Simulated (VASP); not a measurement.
# HgTe (Coloradoite) (F-43m) in VASP: a series of runs, part 2 of 2

VASP 6.6.1. The steps go on from the part before.

### 5 Relaxation of the atoms, r2SCAN

This run uses another cell than the first one, of 33.35 Å³/atom, 0.922 times its volume.

POSCAR

```
HgTe
1.0
    0.0000000000      3.2189616800      3.2189616800
    3.2189616800      0.0000000000      3.2189616800
    3.2189616800      3.2189616800      0.0000000000
Hg Te
1 1
Direct
    0.0000000000      0.0000000000      0.0000000000
    0.2500000000      0.2500000000      0.2500000000
```

INCAR.step1

```
  PREC = Accurate
  ENCUT = 520
  ISMEAR = -1
  SIGMA = 0.1
  LREAL = F
  LASPH = T
  NELM = 80
  GGA = PE
  ALGO = Normal
  EDIFF = 1E-4
  LWAVE = T
  LCHARG = F
```

INCAR.step2

```
  PREC = Accurate
  ENCUT = 520
  EDIFF = 1E-7
  ISMEAR = -1
  SIGMA = 0.1
  LREAL = F
  LASPH = T
  NELM = 80
  ALGO = Normal
  ISIF = 2
  LWAVE = F
  LCHARG = F
  METAGGA = R2SCAN
  LMIXTAU = T
  IBRION = 2
  NSW = 50
  EDIFFG = -0.01
  ISTART = 1
```

KPOINTS

```
regular mesh
0
Gamma
  9 9 9
```

Potentials or basis: VASP PAW PBE potentials, release 64 (Hg, Te).

The run is started by

```
$ cat potpaw_PBE.64/Hg/POTCAR potpaw_PBE.64/Te/POTCAR > POTCAR
$ cp INCAR.step1 INCAR
$ mpirun -np 1 vasp_std > vasp.out
$ cp INCAR.step2 INCAR
$ mpirun -np 1 vasp_std > vasp.out
```

OUTCAR:

```text
PREC = Accurate
   ENCUT = 520
   EDIFF = 1E-7
   ISMEAR = -1
   LREAL = F
   LASPH = T
   NELM = 80
   ISIF = 2
   METAGGA = R2SCAN
   IBRION = 2
   NSW = 50
   EDIFFG = -0.01
   ISTART = 1

 ion  position               nearest neighbor table
   1  0.000  0.000  0.000-   2 2.79   2 2.79   2 2.79   2 2.79
   2  0.250  0.250  0.250-   1 2.79   1 2.79   1 2.79   1 2.79

  LATTYP: Found a face centered cubic cell.
 ALAT       =     6.4379233600

  Lattice vectors:

[... 563 lines left out ...]
      8       0.6453      2.00000
      9       0.6453      2.00000
     10       5.0818      0.00000
     11       5.7627      0.00000
     12      11.5536      0.00000
     13      12.1773      0.00000

 [... further k-points ...]
[... 5 lines left out ...]
  --------------------------------------------------------------------------------------
  -------------------------------------------------------------------------------------
  Total        1.2534436      1.2534436      1.2534436     -0.0000000     -0.0000000     -0.0000000
  in kB       30.1049532     30.1049532     30.1049532     -0.0000000     -0.0000000     -0.0000000
  external PRESSURE =      30.1049532 kB  Pullay stress =       0.0000000 kB

 VOLUME and BASIS-vectors are now :
 -----------------------------------------------------------------------------
  energy-cutoff  :      520.00
  volume of cell :       66.71
      direct lattice vectors                 reciprocal lattice vectors
     0.000000000  3.218961680  3.218961680    -0.155329591  0.155329591  0.155329591
     3.218961680  0.000000000  3.218961680     0.155329591 -0.155329591  0.155329591
     3.218961680  3.218961680  0.000000000     0.155329591  0.155329591 -0.155329591

 POSITION                                       TOTAL-FORCE (eV/Angst)
 -----------------------------------------------------------------------------------
      0.00000      0.00000      0.00000         0.000000      0.000000      0.000000
      1.60948      1.60948      1.60948        -0.000000     -0.000000     -0.000000
 -----------------------------------------------------------------------------------
    total drift:                               -0.000000     -0.000000     -0.000000

  FREE ENERGIE OF THE ION-ELECTRON SYSTEM (eV)
  ---------------------------------------------------
  free  energy   TOTEN  =       -75.1249181529 eV

  energy  without entropy=      -75.1236163705  energy(sigma->0) =      -75.12426726

 reached required accuracy - stopping structural energy minimisation
```

OUTCAR.step1:

```text
PREC = Accurate
   ENCUT = 520
   ISMEAR = -1
   LREAL = F
   LASPH = T
   NELM = 80
[... 603 lines left out ...]
 -----------------------------------------------------------------------------------
      0.00000      0.00000      0.00000        -0.000000     -0.000000     -0.000000
      1.60948      1.60948      1.60948         0.000000      0.000000      0.000000
 -----------------------------------------------------------------------------------
    total drift:                                0.000000      0.000000      0.000000

  FREE ENERGIE OF THE ION-ELECTRON SYSTEM (eV)
  ---------------------------------------------------
  free  energy   TOTEN  =        -3.5645178131 eV

  energy  without entropy=       -3.5627900623  energy(sigma->0) =       -3.56365394
```

OSZICAR.step1:

```text
N       E                     dE             d eps       ncg     rms          rms(c)
DAV:   1     0.109161614167E+03    0.10916E+03   -0.82578E+03   910   0.120E+03
DAV:   2     0.735711951280E+00   -0.10843E+03   -0.10322E+03   995   0.268E+02
DAV:   3    -0.373359905796E+01   -0.44693E+01   -0.44486E+01  1120   0.568E+01
DAV:   4    -0.377871470547E+01   -0.45116E-01   -0.45103E-01  1237   0.527E+00
DAV:   5    -0.377885457706E+01   -0.13987E-03   -0.13987E-03  1130   0.273E-01    0.789E+00
DAV:   6    -0.357282426873E+01    0.20603E+00   -0.50513E-01  1040   0.106E+01    0.624E+00
DAV:   7    -0.356545115641E+01    0.73731E-02   -0.11652E-01  1025   0.273E+00    0.225E+00
DAV:   8    -0.356450033649E+01    0.95082E-03   -0.12369E-02   930   0.152E+00    0.637E-01
DAV:   9    -0.356451781308E+01   -0.17477E-04   -0.85673E-04  1095   0.379E-01
   1 F= -.35645178E+01 E0= -.35636539E+01  d E =-.172775E-02
```

Wall time 49 s (1 thread of Intel Xeon 6975P-C (Granite Rapids), shared host); peak memory 0.22 GiB.

What came out:

```yaml
Free_energy: -75.1249 eV
Pressure_after_relaxing: 3.0 GPa
Band_gap_on_the_k_mesh: zero (filled and empty bands touch)
```

Final structure:
```
Hg Te
1.0
     0.00000    3.21896    3.21896
     3.21896    0.00000    3.21896
     3.21896    3.21896    0.00000
Hg Te
1 1
Direct
  0.00000 0.00000 0.00000
  0.25000 0.25000 0.25000
```

Caveat: the relaxation stopped at its first step, so nothing moved; the PAW data sets were made with another functional, which shifts forces and pressure a little; spin-orbit coupling is left out, which moves the levels of the heavy elements.

### 6 The runs side by side

| task | cell | gap on the mesh (eV) | pressure (GPa) |
| --- | --- | --- | --- |
| single point | a = 4.678 Å, angles 60.0°, 2 atoms | none | -0.7 |
| single point | a = 4.708 Å, angles 60.0°, 2 atoms | none | -1.4 |
| single point | a = 4.738 Å, angles 60.0°, 2 atoms | none | -2.0 |
| relaxation of the atoms | atoms relaxed from a = 4.552 Å, angles 60.0°, 2 atoms | none | 3.0 |

Alike in all rows: level r2SCAN; potentials or basis VASP PAW PBE potentials, release 64 (Hg, Te); no spin polarisation; k mesh 9 × 9 × 9; cutoff (eV) 520; smearing fermi-dirac 0.1 eV.

Caveats: the PAW data sets were made with another functional, which shifts forces and pressure a little; spin-orbit coupling is left out, which moves the levels of the heavy elements; the relaxation stopped at its first step, so nothing moved (some runs).

Total energies depend on the potentials used, so only differences within one code and one set of settings carry meaning.
